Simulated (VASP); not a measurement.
FeSi2: electric field gradients with LDA

Crystal: FeSi2.

```xyz
3
Lattice="2.6621 0.0000 0.0000 0.0000 2.6621 0.0000 0.0000 0.0000 5.0654" Properties=species:S:1:pos:R:3 pbc="T T T"
Fe    0.0000    0.0000    0.0000
Si    1.3310    1.3310    1.3730
Si    1.3310    1.3310    3.6924
```

| Property | Result |
| --- | --- |
| Program | VASP 6.6.1 |
| Task | electric field gradients |
| Functional | LDA |
| Potentials or basis | VASP PAW LDA potentials, release 64 (Fe, Si) |
| Cutoff | 520 eV |
| k mesh | 16 × 16 × 8 |
| Occupations | fermi-dirac, width 0.15 eV |
| Spin | no spin polarisation |
| Dipole correction | no |
| Further INCAR settings | ALGO = Normal; EDIFF = 1e-08; NBANDS = 15 |

| Quantity | Value |
| --- | --- |
| Pressure | 0.6 GPa |
| Largest force | 0.035 eV/Å |
| Band gap on the k mesh | zero (bands 8 and 9 overlap by 0.33 eV) |
| Largest electric field gradient by atom | Fe -39.0; Si -30.4 V/Å² |

Forces on the atoms (eV/Å):
```
Fe   0.000  0.000  0.000
Si   0.000  0.000  0.035
Si   0.000  0.000 -0.035
```

Levels at points of the mesh, in eV from the Fermi level:
```
           k point  band 6  band 7  band 8  band 9  band 10  band 11
(0.00, 0.00, 0.00)   -1.50   -1.50   -0.58    4.70     4.70     6.78
(0.50, 0.00, 0.00)   -3.23   -2.08   -1.07    0.17     1.64     2.43
(0.50, 0.50, 0.00)   -3.20   -2.26    0.22    0.70     2.73     3.09
(0.00, 0.00, 0.50)   -1.55   -1.55   -0.58    2.70     5.88     5.88
(0.50, 0.00, 0.50)   -2.46   -2.07   -1.08    0.68     2.52     5.08
(0.50, 0.50, 0.50)   -3.24   -1.78    0.22    0.46     0.46     1.23
```

Electric field gradients, principal values (V/Å²):
| atom | least | middle | greatest (by size) |
| --- | --- | --- | --- |
| 1 Fe | 19.491 | 19.491 | -38.982 |
| 2 Si | 15.185 | 15.185 | -30.370 |
| 3 Si | 15.185 | 15.185 | -30.370 |

It took 46 s on 1 thread of Intel(R) Xeon(R) 6975P-C (Granite Rapids) (shared host), peak memory 0.22 GiB.

Caveat: without QUAD_EFG the Cq values of the log hold for a quadrupole moment of 1 mb, not for the nuclei; the run has no spin polarisation, though such a crystal can be magnetic. Spin polarisation is off, so any magnetic state and its effect on volume and gap are missing.
